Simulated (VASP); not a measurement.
Write the native input for VASP 6.6.1 that does the following.

```yaml
Task: single point
Functional: LDA
Potentials_or_basis: VASP PAW LDA potentials, release 64 (Si, Ni)
Cutoff: 520 eV
k_mesh: 5 × 7 × 4
Occupations: fermi-dirac, width 0.1 eV
Spin: no spin polarisation
Dipole_correction: no
Further_INCAR_settings: ALGO = Normal; EDIFF = 1e-07; NBANDS = 38
```

The structure of SiNi lies in POSCAR:

```
SiNi
1.0
    5.1415350000      0.0000000000      0.0000000000
    0.0000000000      3.3212970000      0.0000000000
    0.0000000000      0.0000000000      5.5697750000
Si Ni
4 4
Direct
    0.8210890000      0.7500000000      0.5823240000
    0.1789110000      0.2500000000      0.4176760000
    0.3210890000      0.7500000000      0.9176760000
    0.6789110000      0.2500000000      0.0823240000
    0.5079500000      0.2500000000      0.6885210000
    0.4920500000      0.7500000000      0.3114790000
    0.0079500000      0.2500000000      0.8114790000
    0.9920500000      0.7500000000      0.1885210000
```

These files were run (other wordings do the same):

INCAR

```
SYSTEM = SiNi
PREC = Accurate
ENCUT = 520
EDIFF = 1E-7
ISMEAR = -1
SIGMA = 0.1
LREAL = .False.
LASPH = .True.
NELM = 60
ALGO = Normal
ISIF = 2
LWAVE = .False.
LCHARG = .False.
GGA = CA
NBANDS = 38
```

KPOINTS

```
regular mesh
0
Gamma
  5 7 4
  0 0 0
```

Potentials or basis: VASP PAW LDA potentials, release 64 (Si, Ni).

Command:

```console
$ cat potpaw_LDA.64/Si/POTCAR potpaw_LDA.64/Ni/POTCAR > POTCAR
$ mpirun -np 1 vasp_std > vasp.out
```

Results of the run:

```
Pressure               : -5.6 GPa
Largest force          : 0.141 eV/Å
Band gap on the k mesh : zero (bands 28 and 29 overlap by 1.82 eV)
```

Caveat: the cell stands under tension.

Run time: 72 s on 1 thread of Intel(R) Xeon(R) 6975P-C (Granite Rapids) (shared host), peak memory 0.23 GiB.
